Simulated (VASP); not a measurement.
Input of a VASP 6.6.1 run:

Contents of INCAR:

```
SYSTEM = MgCd3Te4
PREC = Accurate ; ENCUT = 600
EDIFF = 1E-6 ; ISMEAR = 0
SIGMA = 0.1 ; LREAL = .False.
LASPH = .True. ; NELM = 80
ALGO = Normal ; ISIF = 3
LWAVE = .False. ; LCHARG = .False.
GGA = PE ; IBRION = 2
NSW = 90 ; EDIFFG = -0.04
```

Contents of KPOINTS:

```
Automatic mesh
0
Gamma
  6 6 2
  0 0 0
```

Contents of POSCAR:

```
MgCd3Te4
1.0
    4.3263183900      0.0000000000      0.0000000000
   -2.1631592000      3.7467016300      0.0000000000
    0.0000000000      0.0000000000     14.0204340400
Mg Cd Te
1 3 4
Direct
    0.3333333300      0.6666666700      0.4979955900
    0.3333333300      0.6666666700      0.9979955900
    0.6666666700      0.3333333300      0.2479955900
    0.6666666700      0.3333333300      0.7479955900
    0.3333333300      0.6666666700      0.1870044200
    0.3333333300      0.6666666700      0.6870044200
    0.6666666700      0.3333333300      0.4370044200
    0.6666666700      0.3333333300      0.9370044200
```

Potentials or basis: VASP PAW PBE potentials, release 64 (Mg, Cd, Te).

The run is started by

```sh
$ cat potpaw_PBE.64/Mg/POTCAR potpaw_PBE.64/Cd/POTCAR potpaw_PBE.64/Te/POTCAR > POTCAR
$ mpirun -np 1 vasp_std > vasp.out
```

**Question.** Estimate the space group after relaxing (to 0.1 Å).

**Answer.** P3m1 (No. 156).

**Question.** What does it give for the relaxed volume?

**Answer.** 35.90 Å³/atom.

Final structure:
```
Mg Cd Te
1.0
     4.66131    0.00000    0.00000
    -2.33065    4.03681    0.00000
     0.00000    0.00000   15.26377
Mg Cd Te
1 3 4
Direct
  0.33333 0.66667 0.49746
  0.33333 0.66667 0.99864
  0.66667 0.33333 0.25068
  0.66667 0.33333 0.74808
  0.33333 0.66667 0.18655
  0.33333 0.66667 0.68313
  0.66667 0.33333 0.43952
  0.66667 0.33333 0.93593
```

Caveat: the volume moved by over 15 % at a fixed basis, so the end points are rough.
